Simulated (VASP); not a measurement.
# BN (hexagonal boron nitride) (P6_3/mmc) in VASP: further runs

Runs on BN (hexagonal boron nitride). Level: PBE+D3(BJ). Tasks: single point, relaxation of cell and atoms.

Program: VASP 6.6.1. These are calculated values, not measurements. Logs are shortened: lines on timing, memory, paths and dates and some standing lists are left out, and cuts for length are marked.

**1. The cell of the first run**

It takes space group P6_3/mmc (No. 194, hexagonal). Conventional cell: a = 2.507 Å, b = 2.507 Å, c = 6.618 Å, α = 90.00°, β = 90.00°, γ = 120.00°. Within 1.9 Å of B (site symmetry -6m2) lie 3 N at 1.45 Å. Within 1.9 Å of N (site symmetry -6m2) lie 3 B at 1.45 Å.

**2. Single point, PBE+D3(BJ)**

Input file INCAR:

```
PREC = Accurate
ENCUT = 520
EDIFF = 1E-6
ISMEAR = 0
SIGMA = 0.01
LREAL = False
LASPH = True
NELM = 80
ALGO = Normal
ISIF = 2
LWAVE = False
LCHARG = False
GGA = PE
IVDW = 12
NBANDS = 16
```

Input file KPOINTS:

```
Automatic mesh
0
Gamma
  12 12 4
```

Input file POSCAR:

```
BN
1.0
    2.5065240818      0.0000000000      0.0000000000
   -1.2532620409      2.1707135300      0.0000000000
    0.0000000000      0.0000000000      6.6178279348
B N
2 2
Direct
    0.3333333333      0.6666666667      0.2500000000
    0.6666666667      0.3333333333      0.7500000000
    0.6666666667      0.3333333333      0.2500000000
    0.3333333333      0.6666666667      0.7500000000
```

Potentials or basis: VASP PAW PBE potentials, release 64 (B, N).

Run with:

```bash
> cat potpaw_PBE.64/B/POTCAR potpaw_PBE.64/N/POTCAR > POTCAR
> mpirun -np 1 vasp_std > vasp.out
```

OUTCAR:

```text
PREC = Accurate
   ENCUT = 520
   EDIFF = 1E-6
   ISMEAR = 0
   LREAL = False
   LASPH = True
   NELM = 80
   ISIF = 2
   GGA = PE
   IVDW = 12
 IVDW          = 12

 ion  position               nearest neighbor table
   1  0.333  0.667  0.250-   3 1.45   3 1.45   3 1.45
   2  0.667  0.333  0.750-   4 1.45   4 1.45   4 1.45
   3  0.667  0.333  0.250-   1 1.45   1 1.45   1 1.45
   4  0.333  0.667  0.750-   2 1.45   2 1.45   2 1.45

  LATTYP: Found a hexagonal cell.
 ALAT       =     2.5065240818
 C/A-ratio  =     2.6402411143

  Lattice vectors:

 A1 = (   2.5065240818,   0.0000000000,   0.0000000000)
 A2 = (  -1.2532620409,   2.1707135300,   0.0000000000)
 A3 = (   0.0000000000,   0.0000000000,   6.6178279348)

Analysis of symmetry for initial positions (statically):
=====================================================================
 Subroutine PRICEL returns:
 Original cell was already a primitive cell.

 Routine SETGRP: Setting up the symmetry group for a
 hexagonal supercell.

 Subroutine GETGRP returns: Found 24 space group operations
 (whereof 12 operations were pure point group operations)
 out of a pool of 24 trial point group operations.

The static configuration has the point symmetry D_3d.
 The point group associated with its full space group is D_6h.

Analysis of symmetry for dynamics (positions and initial velocities):
=====================================================================
 Subroutine PRICEL returns:
 Original cell was already a primitive cell.

 Routine SETGRP: Setting up the symmetry group for a
 hexagonal supercell.

 Subroutine GETGRP returns: Found 24 space group operations
 (whereof 12 operations were pure point group operations)
 out of a pool of 24 trial point group operations.

The dynamic configuration has the point symmetry D_3d.
 The point group associated with its full space group is D_6h.

 Subroutine INISYM returns: Found 24 space group operations
 (whereof 12 operations are pure point group operations),
 and found     1 'primitive' translations

----------------------------------------------------------------------------------------

                                     Primitive cell

  volume of cell :      36.0072

  direct lattice vectors                    reciprocal lattice vectors
     2.506524082  0.000000000  0.000000000     0.398958864  0.230339007  0.000000000
    -1.253262041  2.170713530  0.000000000     0.000000000  0.460678015  0.000000000
     0.000000000  0.000000000  6.617827935     0.000000000  0.000000000  0.151106981

[... 92 lines left out ...]
   NFREE  =      0    steps in history (QN), initial steepest desc. (CG)
   ISIF   =      2    stress and relaxation
   ISYM   =      2    0-nonsym 1-usesym 2-fastsym
   POTIM  = 0.5000    time-step for ionic-motion
   TEBEG  =    0.0;   TEEND  =   0.0 temperature during run
   PSTRESS=    0.0 pullay stress
   NELECT =      16.0000    total number of electrons
   NUPDOWN=      -1.0000    fix difference up-down
   EMIN   =  10.00;   EMAX   =-10.00  energy-range for DOS
   EFERMI =   0.00;   METHOD = LEGACY
   ISMEAR =     0;   SIGMA  =   0.01  broadening in eV -4-tet -1-fermi 0-gaus
   EFERMI_NEDOS =   21; number of points for ismear=-14 and -15
   IALGO  =     38    algorithm
   IMIX   =      4    mixing-type and parameters
     AMIX     =   0.40;   BMIX     =  1.00
     AMIX_MAG =   1.60;   BMIX_MAG =  1.00
  volume/ion in A,a.u.               =       9.00        60.75
  Fermi-wavevector in a.u.,A,eV,Ry     =   1.249256  2.360752 21.233813  1.560641
  Thomas-Fermi vector in A             =   2.383305
   LORBIT       =      0    0 simple, 1 ext, 2 COOP (PROOUT), +10 PAW based schemes
   GGA     = PE    functional components
   LHFCALC =     F    Hartree Fock is set to
   AEXX    =    0.0000 exact exchange contribution
   IVDW    =    12    specifies the selected vdW correction
   LEPSILON=     F    determine dielectric tensor
   LRPA    =     F    only Hartree local field effects (RPA)
 non-spin polarized calculation
 Gauss-broadening in eV      SIGMA  =   0.01
  energy-cutoff  :      520.00
  volume of cell :       36.01
 maximum number of plane-waves:       992
 NGX is ok and might be reduce to    20
   NGX =  9   NGY =  9   NGZ = 25

 number of electron      15.9999997 magnetization

 Free energy of the ion-electron system (eV)
  ---------------------------------------------------
  ext. energy  EPLUGINS =         0.00000000
  ---------------------------------------------------
  free energy    TOTEN  =       -35.15192055 eV

  energy without entropy =      -35.15192055  energy(sigma->0) =      -35.15192055

 E-fermi :   2.4199     XC(G=0): -10.0864

 val. band max:        2.2870136357   @ k =   0.3333   0.3333   0.5000
 cond. band min:       6.5540152018   @ k =   0.5000  -0.0000   0.0000
 fundamental gap:      4.2670015661
 Fermi energy:         2.4198512501

 k-point     1 :       0.0000    0.0000    0.0000
  band No.  band energies     occupation
      1     -15.4968      2.00000
      2     -15.1943      2.00000
      3      -3.9260      2.00000
      4      -1.7630      2.00000
      5       0.9533      2.00000
      6       0.9533      2.00000
[... 433 lines left out ...]
      3      -4.5932      2.00000
      4      -4.5332      2.00000
      5      -1.2884      2.00000
      6      -1.2433      2.00000
[... 8 lines left out ...]
     15      19.0741      0.00000
     16      20.8134      0.00000

 [... further k-points ...]

------------------------ aborting loop because EDIFF is reached ----------------------------------------

 Edisp (eV)   -0.56578

 E8    (eV) :    -0.1658

  FORCE on cell =-STRESS in cart. coord.  units (eV):
  Direction    XX          YY          ZZ          XY          YZ          ZX
  --------------------------------------------------------------------------------------
  -------------------------------------------------------------------------------------
  Total       0.03159     0.03159    -0.03190    -0.00000    -0.00000    -0.00000
  in kB       1.40578     1.40578    -1.41963    -0.00000    -0.00000    -0.00000
  external pressure =        0.46 kB  Pullay stress =        0.00 kB

 VOLUME and BASIS-vectors are now :
 -----------------------------------------------------------------------------
  energy-cutoff  :      520.00
  volume of cell :       36.01
      direct lattice vectors                 reciprocal lattice vectors
     2.506524082  0.000000000  0.000000000     0.398958864  0.230339007  0.000000000
    -1.253262041  2.170713530  0.000000000     0.000000000  0.460678015  0.000000000
     0.000000000  0.000000000  6.617827935     0.000000000  0.000000000  0.151106981

 POSITION                                       TOTAL-FORCE (eV/Angst)
 -----------------------------------------------------------------------------------
     -0.00000      1.44714      1.65446        -0.000000      0.000000      0.000000
      1.25326      0.72357      4.96337         0.000000     -0.000000      0.000000
      1.25326      0.72357      1.65446        -0.000000     -0.000000      0.000000
     -0.00000      1.44714      4.96337         0.000000      0.000000      0.000000
 -----------------------------------------------------------------------------------
    total drift:                               -0.000000      0.000000      0.000000

  FREE ENERGIE OF THE ION-ELECTRON SYSTEM (eV)
  ---------------------------------------------------
  free  energy   TOTEN  =       -35.7177012626 eV

  energy  without entropy=      -35.7177012626  energy(sigma->0) =      -35.71770126
```

OSZICAR:

```text
N       E                     dE             d eps       ncg     rms          rms(c)
DAV:   1     0.506218329928E+02    0.50622E+02   -0.80723E+03  1832   0.925E+02
DAV:   2    -0.354384981486E+02   -0.86060E+02   -0.78653E+02  2528   0.224E+02
DAV:   3    -0.386644189153E+02   -0.32259E+01   -0.32142E+01  2312   0.431E+01
DAV:   4    -0.386858207387E+02   -0.21402E-01   -0.21398E-01  2352   0.384E+00
DAV:   5    -0.386860221721E+02   -0.20143E-03   -0.20143E-03  2304   0.355E-01    0.112E+01
DAV:   6    -0.355010899270E+02    0.31849E+01   -0.51627E+00  2352   0.175E+01    0.504E+00
DAV:   7    -0.352288449919E+02    0.27224E+00   -0.57037E-01  2464   0.550E+00    0.316E+00
DAV:   8    -0.351558188349E+02    0.73026E-01   -0.23285E-01  2344   0.324E+00    0.477E-01
DAV:   9    -0.351508949968E+02    0.49238E-02   -0.15579E-02  2136   0.102E+00    0.195E-01
DAV:  10    -0.351518107173E+02   -0.91572E-03   -0.13564E-03  2112   0.280E-01    0.356E-02
DAV:  11    -0.351519080804E+02   -0.97363E-04   -0.99537E-05  2216   0.805E-02    0.248E-02
DAV:  12    -0.351519204074E+02   -0.12327E-04   -0.29316E-05  2048   0.380E-02    0.282E-03
DAV:  13    -0.351519205533E+02   -0.14589E-06   -0.66119E-07  2008   0.640E-03
   1 F= -.35717701E+02 E0= -.35717701E+02  d E =-.985869E-81
```

Wall time 22 s (1 thread of Intel Xeon 6975P-C, shared host); peak memory 0.17 GiB.

Results:

- Free energy: -35.7177 eV
- Pressure: 0.0 GPa
- Band gap on the k mesh: 4.27 eV, indirect (least direct gap 4.63 eV)
- Dispersion energy per atom: -0.141 eV

Stress tensor (GPa, compression positive):
```
 0.14  0.00  0.00
 0.00  0.14  0.00
 0.00  0.00 -0.14
```

(Part 1 of 2 ends here.)
